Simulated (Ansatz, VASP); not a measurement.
## ZrC in VASP and in Ansatz

```
Zr C
1.0
     0.00000    2.32073    2.32073
     2.32073    0.00000    2.32073
     2.32073    2.32073    0.00000
Zr C
1 1
Cartesian
  2.3434 2.3283 2.3207
  -0.1720 -0.0573 0.0000
```

Change from the starting cell: mode 4 frozen in at -0.172 Å and mode 5 at -0.057 Å (largest displacements).

Alike in both runs: task single point; functional LDA; k mesh 16 × 16 × 16; occupations gaussian, width 0.15 eV; no spin polarisation.

|  | VASP | Ansatz |
| --- | --- | --- |
| version | VASP 6.6.1 | Ansatz 0.2.0 |
| potentials or method | VASP PAW LDA potentials, release 64 (Zr_sv, C), cutoff 520 eV | scalar-relativistic, plane waves, PAW |
| valence electrons in the cell | 16 | 16 |

|  | VASP | Ansatz | Ansatz less VASP |
| --- | --- | --- | --- |
| gap on the k mesh at the Fermi level (eV) | none | none | - |
| pressure (GPa) | 4.4 | 3.7 | -0.68 |
| traceless stress, the component that is largest in VASP (GPa) | 7.77 | 7.71 | -0.057 |
| rms of the force components (eV/Å) | 1.011 | 1.001 | -0.0106 |

LDA's correlation is that of Perdew and Zunger in VASP and of Perdew and Wang (1992) in Ansatz. Atom by atom the forces differ by 0.011 eV/Å (rms over components). A gap of «none» marks a metal or a gap that the smearing closes.
